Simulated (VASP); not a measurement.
## Hg: electric field gradients with LDA

Crystal: Hg.

```
CELL_PARAMETERS angstrom
1.70662 0.98532 2.20381
-1.70662 0.98532 2.20381
0.00000 -1.97063 2.20381
ATOMIC_POSITIONS crystal
Hg 0.00000 0.00000 0.00000
```

```yaml
Program: VASP 6.6.1
Task: electric field gradients
Functional: LDA
Potentials_or_basis: VASP PAW LDA potentials, release 64 (Hg)
Cutoff: 520 eV
k_mesh: 12 × 12 × 12
Occupations: fermi-dirac, width 0.03 eV
Spin: no spin polarisation
Dipole_correction: no
Further_INCAR_settings: ALGO = Normal; EDIFF = 1e-08; NBANDS = 12
```

```json
{
  "Pressure": "1.1 GPa",
  "Band gap on the k mesh": "zero (bands 6 and 7 overlap by 3.48 eV)",
  "Largest electric field gradient by atom": "Hg -163.8 V/Å²"
}
```

Stress tensor (GPa, compression positive):
```
1.05 0.00 0.00
0.00 1.05 0.00
0.00 0.00 1.33
```

Levels at points of the mesh, in eV from the Fermi level:
| k point | band 2 | band 3 | band 4 | band 5 | band 6 | band 7 | band 8 | band 9 | band 10 | band 11 |
| --- | --- | --- | --- | --- | --- | --- | --- | --- | --- | --- |
| (0.00, 0.00, 0.00) | -7.90 | -7.90 | -6.47 | -6.27 | -6.27 | 12.39 | 12.98 | 12.98 | 17.73 | 19.00 |
| (0.50, 0.00, 0.00) | -7.92 | -6.48 | -6.33 | -5.91 | -2.24 | -2.04 | 12.62 | 12.98 | 17.60 | 18.09 |
| (0.50, 0.50, 0.00) | -8.25 | -6.17 | -5.96 | -5.39 | -0.28 | 1.04 | 4.78 | 10.20 | 10.48 | 16.01 |
| (0.50, 0.50, 0.50) | -7.47 | -7.47 | -5.50 | -5.50 | -0.32 | 1.54 | 9.66 | 9.66 | 11.13 | 15.75 |

Electric field gradients, principal values (V/Å²):
| atom | least | middle | greatest (by size) |
| --- | --- | --- | --- |
| 1 Hg | 81.888 | 81.888 | -163.775 |

It took 16 s on 1 thread of AMD EPYC 9R45 96-Core Processor (Zen 5), on a shared host, peak memory 0.14 GiB.

Caveat: without QUAD_EFG the Cq values of the log hold for a quadrupole moment of 1 mb, not for the nuclei; spin-orbit coupling is left out, which moves the levels of the heavy elements.
